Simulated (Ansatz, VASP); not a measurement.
## One calculation of TiC, two programs

```
Ti C
1.0
     0.00000    2.15930    2.15930
     2.15930    0.00000    2.15930
     2.15930    2.15930    0.00000
Ti C
1 1
Direct
  0.00000 0.00000 0.00000
  0.50000 0.50000 0.50000
```

Alike in both runs: task relaxation of cell and atoms; functional PBEsol; k mesh 18 × 18 × 18; occupations fermi-dirac, width 0.05 eV; no spin polarisation.

```csv
,VASP,Ansatz
version,VASP 6.6.1,Ansatz 0.2.0
potentials or method,"VASP PAW PBE potentials, release 64 (Ti_sv, C)","PAW with Ansatz's default frozen-core files, scalar-relativistic"
plane-wave cutoff (eV),600,420
valence electrons in the cell,16,16
```

Ansatz gave:

* relaxed volume (Å³/atom): 9.89
* relaxed length of the cell vector where the two differ most in proportion (Å): 3.036

**Question.** What did VASP give for the same quantities?

**Answer.** Relaxed volume (Å³/atom): 9.90; relaxed length of the cell vector where the two differ most in proportion (Å): 3.036.

VASP's potentials were made for PBE, not for PBEsol.
